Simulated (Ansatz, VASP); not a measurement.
**One calculation of SnGe5, two programs**

```xyz
6
Lattice="3.4854 0.0000 0.0000 -1.7427 3.0185 0.0000 0.0000 0.0000 12.5263" Properties=species:S:1:pos:R:3 pbc="T T T"
Sn    0.0000    0.0000    0.0000
Ge    0.0000    2.0123    2.2908
Ge    1.7427    1.0062    4.2770
Ge    0.0000    2.0123    6.2631
Ge    0.0000    0.0000    8.2493
Ge    0.0000    2.0123   10.2354
```

Alike in both runs: task single point; functional PBE; k mesh 6 × 6 × 2; occupations gaussian, width 0.1 eV; no spin polarisation.

```csv
,VASP,Ansatz
version,VASP 6.6.1,Ansatz 0.2.0
potentials or method,"VASP PAW PBE potentials, release 64 (Sn_d, Ge_d), cutoff 520 eV","scalar-relativistic, plane waves, PAW"
valence electrons in the cell,84,84
```

|  | VASP | Ansatz | Ansatz less VASP |
| --- | --- | --- | --- |
| gap on the k mesh at the Fermi level (eV) | none | none | - |
| pressure (GPa) | -1.5 | -1.5 | +0.01 |
| traceless stress, the component that is largest in VASP (GPa) | -2.34 | -2.35 | -0.007 |
| rms of the force components (eV/Å) | 0.117 | 0.117 | +0.0010 |

Atom by atom the forces differ by 0.001 eV/Å (rms over components). A gap of «none» marks a metal or a gap that the smearing closes. The functional is the same, so the differences come from potentials, cutoffs and numerics.
